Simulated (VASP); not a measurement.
A run of VASP 6.6.1:

The input INCAR:

```
ALGO = Normal
EDIFF = 1E-6
ENCUT = 520
GGA = CA
GGA_COMPAT = False
ISIF = 2
ISMEAR = -1
LASPH = True
LCHARG = False
LMAXMIX = 4
LORBIT = 11
LORBMOM = True
LREAL = False
LSORBIT = True
LWAVE = False
MAGMOM = 0 0 0
NBANDS = 20
NELM = 150
PREC = Accurate
SIGMA = 0.1
```

File KPOINTS:

```
k-points
0
Gamma
  16 16 16
```

The input POSCAR:

```
Co
1.0
   -1.3493415908      1.3493415908      1.3493415908
    1.3493415908     -1.3493415908      1.3493415908
    1.3493415908      1.3493415908     -1.3493415908
Co
1
Direct
    0.0000000000      0.0000000000      0.0000000000
```

Potentials or basis: VASP PAW LDA potentials, release 64 (Co).

Command:

```console
$ cat potpaw_LDA.64/Co/POTCAR > POTCAR
$ mpirun -np 1 vasp_ncl > vasp.out
```

Hardware: 1 thread of AMD EPYC 7R13, with other jobs on the host.

How long does it take, and how much memory?

It took 2.1 min on 1 thread of AMD EPYC 7R13, on a shared host, peak memory 0.13 GiB. Counts: scf iterations 12, k points 145.
